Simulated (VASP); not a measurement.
Wanted: the native input for a VASP 6.6.1 run.

- Task: single point
- Functional: PBE
- Potentials or basis: VASP PAW PBE potentials, release 64 (Li_sv, Cl)
- Cutoff: 520 eV
- k mesh: 4 × 4 × 6
- Occupations: gaussian, width 0.1 eV
- Spin: no spin polarisation
- Dipole correction: no
- Further INCAR settings: ALGO = Normal; EDIFF = 1e-06; NBANDS = 30

The structure of LiCl lies in POSCAR:

```
LiCl
1.0
    5.9934171700      0.0000000000      0.0000000000
    0.0000000000      5.9934171700      0.0000000000
    0.0000000000      0.0000000000      3.5398229300
Li Cl
4 4
Direct
    0.6823628100      0.6823628100      0.0000000000
    0.8176371900      0.1823628100      0.5000000000
    0.3176371900      0.3176371900      0.0000000000
    0.1823628100      0.8176371900      0.5000000000
    0.8176371900      0.8176371900      0.5000000000
    0.6823628100      0.3176371900      0.0000000000
    0.1823628100      0.1823628100      0.5000000000
    0.3176371900      0.6823628100      0.0000000000
```

One way to write it, as run:

INCAR

```
SYSTEM = LiCl
PREC = Accurate
ENCUT = 520
EDIFF = 1E-6
ISMEAR = 0
SIGMA = 0.1
LREAL = .False.
LASPH = .True.
NELM = 100
ALGO = Normal
ISIF = 2
LWAVE = .False.
LCHARG = .False.
GGA = PE
NBANDS = 30
```

KPOINTS

```
regular mesh
0
Gamma
  4 4 6
  0 0 0
```

Potentials or basis: VASP PAW PBE potentials, release 64 (Li_sv, Cl).

The run is started by

```sh
$ cat potpaw_PBE.64/Li_sv/POTCAR potpaw_PBE.64/Cl/POTCAR > POTCAR
$ mpirun -np 1 vasp_std > vasp.out
```

Results of the run:

| Quantity | Value |
| --- | --- |
| Largest force | 0.302 eV/Å |
| Band gap on the k mesh | 6.75 eV, direct |

Wall time 71 s on 1 thread of AMD EPYC 7R13 Processor (Zen 3), with other jobs on the host, peak memory 0.23 GiB.
